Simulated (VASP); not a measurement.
# BeAl15HN16 (a cell with a defect) in VASP: electric field gradients with PBE

Aim: the electric field gradients of BeAl15HN16 (a cell with a defect) with PBE.

All numbers are computed with VASP 6.6.1; they aren't measurements. Logs are shortened: lines on timing, memory, paths and dates and some standing lists are left out, and cuts for length are marked.

### 1 The cell of the first run

The cell holds a defect, 33 atoms: a = 6.260 Å, b = 6.260 Å, c = 10.035 Å, α = 90.00°, β = 90.00°, γ = 120.00°.

### 2 Electric field gradients, PBE, collinear spin

INCAR

```
PREC = Accurate ; ENCUT = 520
EDIFF = 1E-8 ; ISMEAR = -1
SIGMA = 0.01 ; LREAL = Auto
LASPH = True ; NELM = 200
ALGO = Normal ; ISIF = 2
LWAVE = False ; LCHARG = False
ISPIN = 2 ; MAGMOM = 0 0 0 0 0 0 0 0 0 0 0 0 0 0 0 0 0.01 0.05 0.05 0.07 0.08 0.05 0.05 0.04 0.08 0.05 0.05 0.04 0.03 0.05 0.05 0.07 0
LORBIT = 11 ; NUPDOWN = 1.0
GGA = PE ; LEFG = True
NELECT = 127.0 ; NBANDS = 90
GGA_COMPAT = False ; ISYM = -1
KPAR = 1
```

KPOINTS

```
explicit points
4
Reciprocal
  0.25000000   0.25000000   0.25000000 2
  0.25000000   0.25000000   0.75000000 2
  0.25000000   0.75000000   0.25000000 2
  0.25000000   0.75000000   0.75000000 2
```

POSCAR

```
BeAl15HN16
1.0
    6.2595139128      0.0000000578      0.0000000000
   -3.1297570064      5.4208980350      0.0000000000
    0.0000000000      0.0000000000     10.0348065929
Al Be N H
15 1 16 1
Direct
    0.3316630610      0.1676220635      0.2410754734
    0.3296475346      0.1692800380      0.7462554616
    0.1645940064      0.3351450054      0.9979850399
    0.3298702165      0.6596852357      0.2530271585
    0.1533877359      0.8170279863      0.5052028588
    0.3322854516      0.6654149076      0.7479767968
    0.1660155755      0.8329643148      0.9978893364
    0.8381758596      0.1683908925      0.2526689963
    0.6804205598      0.3448514354      0.5046119993
    0.8344642008      0.1676574988      0.7478648517
    0.6660583233      0.3333086818      0.9980897623
    0.8332954349      0.6654654308      0.2484711764
    0.6650321002      0.8315175323      0.5008775500
    0.8316461700      0.6686607389      0.7525509268
    0.6641592787      0.8351172182      1.0010742596
    0.1373115117      0.3572837957      0.5137446731
    0.3574208212      0.1414081469      0.4306116936
    0.1674945818      0.3317620482      0.1885630478
    0.3305636119      0.1696024666      0.9393487717
    0.1665846837      0.3344456477      0.6833171049
    0.3218703231      0.6508454911      0.4455689223
    0.1683423642      0.8295171902      0.1893526023
    0.3318185055      0.6689229954      0.9390100540
    0.1652147269      0.8323587773      0.6925359033
    0.8481251014      0.1771046601      0.4456468292
    0.6702733073      0.3314885454      0.1890121080
    0.8316057602      0.1688085866      0.9390331288
    0.6679549997      0.3353154107      0.6924977889
    0.8307727813      0.6681547152      0.4392624904
    0.6666430127      0.8325806954      0.1932282294
    0.8302715898      0.6697217560      0.9424498218
    0.6680067567      0.8335909813      0.6911336623
    0.4490115682      0.0469452142      0.4004043068
```

Potentials or basis: VASP PAW PBE potentials, release 64 (Al, Be, N, H).

Started as:

```
cat potpaw_PBE.64/Al/POTCAR potpaw_PBE.64/Be/POTCAR potpaw_PBE.64/N/POTCAR potpaw_PBE.64/H/POTCAR > POTCAR
mpirun -np 4 vasp_std > vasp.out
```

OUTCAR:

```text
PREC = Accurate
   ENCUT = 520
   EDIFF = 1E-8
   ISMEAR = -1
   LREAL = Auto
   LASPH = True
   NELM = 200
   ISIF = 2
   ISPIN = 2
   LORBIT = 11
   NUPDOWN = 1.0
   GGA = PE
   NELECT = 127.0
   ISYM = -1

 ion  position               nearest neighbor table
   1  0.332  0.168  0.241-  18 1.86  22 1.91  26 1.91  17 1.92  33 2.05  11 3.04   3 3.04   7 3.04
                             4 3.09   8 3.09  12 3.13  12 3.13   8 3.17   4 3.18   9 3.25   5 3.26
   2  0.330  0.169  0.746-  20 1.89  24 1.90  28 1.91  19 1.94   9 3.08   5 3.08  10 3.09   6 3.10
                             3 3.10   7 3.11  11 3.12  14 3.13  14 3.13   6 3.16  10 3.17
   3  0.165  0.335  0.998-  19 1.89  27 1.90  23 1.90  18 1.91   1 3.04   6 3.08  10 3.08   2 3.10
                             4 3.11   8 3.11   7 3.11  11 3.11  15 3.13  15 3.13  11 3.14   7 3.15
   4  0.330  0.660  0.253-  18 1.89  22 1.91  30 1.92  21 1.93   8 3.08  13 3.08   1 3.09   3 3.11
                            15 3.11   5 3.11  12 3.13  12 3.13   7 3.15   1 3.18   8 3.18
   5  0.153  0.817  0.505-  29 1.87  24 1.88  21 1.91  17 1.93  33 1.98  16 2.83   9 2.96   6 3.03
                            14 3.03   2 3.08  13 3.10  12 3.11   4 3.11  13 3.16   1 3.26   9 3.30
   6  0.332  0.665  0.748-  24 1.89  32 1.91  20 1.91  23 1.92   5 3.03  13 3.07   3 3.08   7 3.09
                             2 3.10  15 3.11  10 3.12  14 3.12  10 3.14  14 3.14   2 3.16
   7  0.166  0.833  0.998-  23 1.88  31 1.90  19 1.92  22 1.92   1 3.04  14 3.06   6 3.09  12 3.09
                            15 3.11   3 3.11   2 3.11  11 3.13  11 3.13   4 3.15   3 3.15  15 3.15
   8  0.838  0.168  0.253-  18 1.90  26 1.90  30 1.92  25 1.94   4 3.08  13 3.09   1 3.09  15 3.10
                             3 3.11   9 3.11  12 3.13  12 3.13  11 3.14   1 3.17   4 3.18
   9  0.680  0.345  0.505-  29 1.87  28 1.89  25 1.91  17 1.92  33 1.99  16 2.82   5 2.96  10 3.03
                            14 3.05   2 3.08  13 3.10  12 3.10   8 3.11  13 3.17   1 3.25   5 3.30
  10  0.834  0.168  0.748-  28 1.89  32 1.90  20 1.91  27 1.92  16 2.88   9 3.03  13 3.08   3 3.08
                             2 3.09  11 3.10  14 3.12  15 3.12   6 3.12   6 3.14  14 3.15   2 3.17
  11  0.666  0.333  0.998-  27 1.88  31 1.91  19 1.91  26 1.92   1 3.04  14 3.06  12 3.09  10 3.10
                            15 3.11   3 3.11   2 3.12   7 3.13   7 3.13   8 3.14   3 3.14  15 3.15
  12  0.833  0.665  0.248-  30 1.89  26 1.91  22 1.91  29 1.91  15 3.09  11 3.09   7 3.09   9 3.10
                             5 3.11  13 3.11   4 3.13   8 3.13   1 3.13   1 3.13   8 3.13   4 3.13
  13  0.665  0.832  0.501-  29 1.89  32 1.91  21 1.94  25 1.95   6 3.07  10 3.08   4 3.08   8 3.09
                            14 3.09   9 3.10   5 3.10  12 3.11   5 3.16   9 3.17
  14  0.832  0.669  0.753-  32 1.88  28 1.90  31 1.91  24 1.91   5 3.03   9 3.05   7 3.06  11 3.06
                            15 3.08  13 3.09  10 3.12   6 3.12   2 3.13   2 3.13   6 3.14  10 3.15
  15  0.664  0.835  0.001-  31 1.89  23 1.91  27 1.91  30 1.93  14 3.08  12 3.09   8 3.10   4 3.11
                             7 3.11   6 3.11  11 3.11  10 3.12   3 3.13   3 3.13  11 3.15   7 3.15
  16  0.137  0.357  0.514-  25 1.72  20 1.73  21 1.75   9 2.82   5 2.83  10 2.88
  17  0.357  0.141  0.431-  33 1.05   9 1.92   1 1.92   5 1.93
  18  0.167  0.332  0.189-   1 1.86   4 1.89   8 1.90   3 1.91
  19  0.331  0.170  0.939-   3 1.89  11 1.91   7 1.92   2 1.94
  20  0.167  0.334  0.683-  16 1.73   2 1.89   6 1.91  10 1.91
  21  0.322  0.651  0.446-  16 1.75   5 1.91   4 1.93  13 1.94
  22  0.168  0.830  0.189-   1 1.91   4 1.91  12 1.91   7 1.92
[... 9 lines left out ...]
  32  0.668  0.834  0.691-  14 1.88  10 1.90   6 1.91  13 1.91
  33  0.449  0.047  0.400-  17 1.05   5 1.98   9 1.99   1 2.05

IMPORTANT INFORMATION: All symmetrisations will be switched off!
NOSYMM: (Re-)initialisation of all symmetry stuff for point group C_1.

----------------------------------------------------------------------------------------

                                     Primitive cell

  volume of cell :     340.5029

  direct lattice vectors                    reciprocal lattice vectors
     6.259513913  0.000000058  0.000000000     0.159756813  0.092235641  0.000000000
    -3.129757006  5.420898035  0.000000000    -0.000000002  0.184471279  0.000000000
     0.000000000  0.000000000 10.034806593     0.000000000  0.000000000  0.099653141

  length of vectors
     6.259513913  6.259513913 10.034806593     0.184471279  0.184471279  0.099653141

  position of ions in fractional coordinates (direct lattice)
     0.331663061  0.167622063  0.241075473
     0.329647535  0.169280038  0.746255462
     0.164594006  0.335145005  0.997985040
     0.329870216  0.659685236  0.253027158
     0.153387736  0.817027986  0.505202859
     0.332285452  0.665414908  0.747976797
[... 25 lines left out ...]
     0.668006757  0.833590981  0.691133662
     0.449011568  0.046945214  0.400404307

  ion indices of the primitive-cell ions
   primitive index   ion index
                 1           1
                 2           2
                 3           3
                 4           4
                 5           5
                 6           6
[... 25 lines left out ...]
                32          32
                33          33

[... 88 lines left out ...]

 k-point     1 :       0.2500    0.2500    0.2500
  band No.  band energies     occupation
      1      -9.8000      1.00000
      2      -8.6607      1.00000
      3      -8.3218      1.00000
      4      -8.0772      1.00000
      5      -7.9785      1.00000
      6      -7.7547      1.00000
[... 301 lines left out ...]
     74      11.9864      0.00000
     75      12.1318      0.00000
 Fermi energy:         5.4578920676

 spin component 2

 k-point     1 :       0.2500    0.2500    0.2500
  band No.  band energies     occupation
      1      -9.7618      1.00000
      2      -8.5981      1.00000
      3      -8.2592      1.00000
      4      -8.0032      1.00000
      5      -7.9150      1.00000
      6      -7.6888      1.00000
[... 301 lines left out ...]
     74      12.0007      0.00000
     75      12.1444      0.00000
 [bands above 75 left out]

------------------------ aborting loop because EDIFF is reached ----------------------------------------

  FORCE on cell =-STRESS in cart. coord.  units (eV):
  Direction    XX          YY          ZZ          XY          YZ          ZX
  --------------------------------------------------------------------------------------
  -------------------------------------------------------------------------------------
  Total       -7.8240749    -10.5622479    -11.1947393     -2.3622118      0.5698066     -0.5353051
  in kB      -36.8148239    -49.6988206    -52.6748986    -11.1149766      2.6811256     -2.5187848
  external PRESSURE =     -46.3961811 kB  Pullay stress =       0.0000000 kB

 VOLUME and BASIS-vectors are now :
 -----------------------------------------------------------------------------
  energy-cutoff  :      520.00
  volume of cell :      340.50
      direct lattice vectors                 reciprocal lattice vectors
     6.259513913  0.000000058  0.000000000     0.159756813  0.092235641  0.000000000
    -3.129757006  5.420898035  0.000000000    -0.000000002  0.184471279  0.000000000
     0.000000000  0.000000000 10.034806593     0.000000000  0.000000000  0.099653141

 POSITION                                       TOTAL-FORCE (eV/Angst)
 -----------------------------------------------------------------------------------
      1.55143      0.90866      2.41915         0.161713     -0.089573     -0.132963
      1.53363      0.91765      7.48853         0.183550     -0.004935      0.121743
     -0.01864      1.81679     10.01459        -0.005338      0.026158      0.020248
      0.00017      3.57609      2.53908         0.032287      0.034683     -0.020885
     -1.59697      4.42903      5.06961        -0.075537      0.124380     -0.063266
     -0.00264      3.60715      7.50580         0.035135      0.011563      0.044688
[... 25 lines left out ...]
      1.57246      4.51881      6.93539        -0.199596      0.004292     -0.082244
      2.66367      0.25449      4.01798        -0.018084      0.024505     -0.056610
 -----------------------------------------------------------------------------------
    total drift:                               -0.000543      0.002812      0.015646

  FREE ENERGIE OF THE ION-ELECTRON SYSTEM (eV)
  ---------------------------------------------------
  free  energy   TOTEN  =      -245.0528218469 eV

  energy  without entropy=     -245.0521544900  energy(sigma->0) =     -245.05248817

 Electric field gradients (V/A^2)
---------------------------------------------------------------------
 ion       V_xx      V_yy      V_zz      V_xy      V_xz      V_yz
---------------------------------------------------------------------
   1     -11.077    -5.361    16.438     5.653    -7.766     4.382
   2      -4.778    -4.004     8.782     2.160    -3.617     1.668
   3      -3.551    -1.957     5.508     0.505    -0.039    -0.181
   4       1.134    -5.004     3.870     1.055    -0.661    -0.788
   5      -6.716    11.563    -4.847    -6.100    -2.679    -4.884
   6      -2.968    -2.217     5.185     1.414    -0.496    -1.892
[... 25 lines left out ...]
  32      -2.442     2.662    -0.220     5.018     0.712    -0.688
  33      14.312    -4.155   -10.157   -16.678   -10.596     6.170
---------------------------------------------------------------------

 Electric field gradients after diagonalization (V/A^2)
 (convention: |V_zz| > |V_xx| > |V_yy|)
----------------------------------------------------------------------
 ion       V_xx      V_yy      V_zz     asymmetry (V_yy - V_xx)/ V_zz
----------------------------------------------------------------------
   1     -16.934    -1.888    18.822       0.799
   2      -7.504    -2.272     9.776       0.535
   3      -3.698    -1.815     5.513       0.342
   4       4.135     1.095    -5.230       0.581
   5     -11.285    -2.952    14.237       0.585
   6      -4.125    -1.593     5.718       0.443
[... 25 lines left out ...]
  32      -5.691    -0.057     5.747       0.980
  33     -14.118   -13.956    28.074       0.006
----------------------------------------------------------------------

           NMR quadrupolar parameters

 Cq : quadrupolar parameter    Cq=e*Q*V_zz/h
 eta: asymmetry parameters     (V_yy - V_xx)/ V_zz
 Q  : nuclear electric quadrupole moment in mb (millibarn)
----------------------------------------------------------------------
 ion       Cq(MHz)       eta       Q (mb)
----------------------------------------------------------------------
   1       0.046       0.799       1.000
   2       0.024       0.535       1.000
   3       0.013       0.342       1.000
   4      -0.013       0.581       1.000
   5       0.034       0.585       1.000
   6       0.014       0.443       1.000
[... 25 lines left out ...]
  32       0.014       0.980       1.000
  33       0.068       0.006       1.000
----------------------------------------------------------------------

 total charge

# of ion       s       p       d       tot
------------------------------------------
    1        0.367   0.431   0.000   0.798
    2        0.362   0.420   0.000   0.782
    3        0.365   0.429   0.000   0.794
    4        0.363   0.420   0.000   0.783
    5        0.369   0.435   0.000   0.804
    6        0.364   0.424   0.000   0.788
[... 25 lines left out ...]
   32        1.227   2.609   0.000   3.836
   33        0.616   0.093   0.000   0.709
--------------------------------------------------
tot         26.103  48.814   0.000  74.917

 magnetization (x)

# of ion       s       p       d       tot
------------------------------------------
    1       -0.001  -0.000   0.000  -0.001
    2       -0.001   0.000   0.000  -0.001
    3       -0.001   0.000   0.000  -0.000
    4       -0.001   0.001   0.000  -0.000
    5       -0.001  -0.000   0.000  -0.001
    6       -0.001   0.001   0.000   0.000
[... 25 lines left out ...]
   32        0.002   0.062   0.000   0.064
   33       -0.000   0.000   0.000  -0.000
--------------------------------------------------
tot          0.001   0.720   0.000   0.721
```

Run time: 2.6 min. Hardware: 4 MPI ranks of Intel Xeon 6975P-C (Granite Rapids), shared host; peak memory 0.28 GiB.

Results:

```yaml
Free_energy: -245.0528 eV
Largest_force: 0.448 eV/Å
Net_moment: 1.00 μB per cell
Site_moments: Al -0.00, +0.00 (each value once); Be +0.01; N +0.03, +0.04, +0.07, +0.06 (each value once); H -0.00 μB
Largest_electric_field_gradient_by_atom: Al +18.8, +9.8, +5.5, -5.2, +14.2, +5.7, +6.8, +4.8, +12.4, +5.8, +6.1, +7.2, -6.9, -3.3 (each value once); Be +15.2; N +53.5, -3.5, +5.7, +4.4, +10.9, +4.5, -4.8, -2.5, -10.6, +4.8, -5.0, -2.9, -6.0, -2.2 (each value once); H +28.1 V/Å²
Valence_electrons_inside_the_program's_atomic_spheres: Al 0.80, 0.78, 0.79 (each value once); Be 1.07; N 3.87, 3.85, 3.82, 3.81, 3.79, 3.83, 3.84 (each value once); H 0.71
```

Forces on the atoms (eV/Å):
```
Al   0.162 -0.090 -0.133
Al   0.184 -0.005  0.122
Al  -0.005  0.026  0.020
Al   0.032  0.035 -0.021
Al  -0.076  0.124 -0.063
Al   0.035  0.012  0.045
Al  -0.149  0.142  0.089
Al   0.074  0.016  0.031
Al  -0.058  0.039  0.029
Al   0.015  0.066  0.060
Al  -0.124  0.122  0.012
Al   0.150 -0.024 -0.080
Al   0.034  0.090 -0.021
Al   0.135 -0.096  0.088
Al  -0.016  0.076  0.007
Be  -0.026  0.155  0.058
N    0.355 -0.263  0.072
N   -0.191  0.067 -0.026
N    0.169 -0.153 -0.075
N   -0.156  0.008 -0.109
N    0.184  0.029  0.014
N   -0.204  0.070 -0.025
N    0.185 -0.154 -0.042
N   -0.194  0.074  0.004
N   -0.011 -0.285 -0.034
N   -0.221  0.074  0.035
N    0.175 -0.168 -0.036
N   -0.210  0.073 -0.025
N    0.020 -0.042  0.130
N   -0.215  0.078  0.063
N    0.165 -0.125 -0.051
N   -0.200  0.004 -0.082
H   -0.018  0.025 -0.057
```

Electric field gradients, principal values (V/Å²):
```
 atom    least   middle  greatest (by size)
 1 Al   -1.888  -16.934              18.822
 2 Al   -2.272   -7.504               9.776
 3 Al   -1.815   -3.698               5.513
 4 Al    1.095    4.135              -5.230
 5 Al   -2.952  -11.285              14.237
 6 Al   -1.593   -4.125               5.718
 7 Al   -0.039   -6.770               6.810
 8 Al   -0.540   -4.247               4.787
 9 Al   -2.061  -10.289              12.351
10 Al   -1.310   -4.448               5.759
11 Al   -0.192   -5.885               6.077
12 Al   -1.578   -5.632               7.210
13 Al    0.640    6.225              -6.865
14 Al    0.716    2.546              -3.262
15 Al   -1.336   -4.397               5.733
16 Be   -7.036   -8.168              15.204
 17 N  -26.293  -27.212              53.506
 18 N    0.525    3.003              -3.528
 19 N   -0.584   -5.077               5.660
 20 N   -0.420   -3.933               4.353
 21 N   -0.666  -10.242              10.908
 22 N   -1.043   -3.465               4.508
 23 N    0.278    4.498              -4.776
 24 N    0.063    2.466              -2.529
 25 N    0.678    9.894             -10.571
 26 N   -1.414   -3.348               4.762
 27 N    0.285    4.666              -4.951
 28 N    0.362    2.506              -2.868
 29 N   -1.613   -3.205               4.817
 30 N    1.529    4.503              -6.032
 31 N    0.462    1.734              -2.196
 32 N   -0.057   -5.691               5.747
 33 H  -13.956  -14.118              28.074
```

Caveat: the cell carries a net charge on a neutralising background, which shifts energy and pressure; the cell is charged against a uniform background, so pressure and absolute levels hang on convention; without QUAD_EFG the Cq values of the log hold for a quadrupole moment of 1 mb, not for the nuclei; the total moment is fixed, so each spin has its own Fermi level and the state may be an excited one.
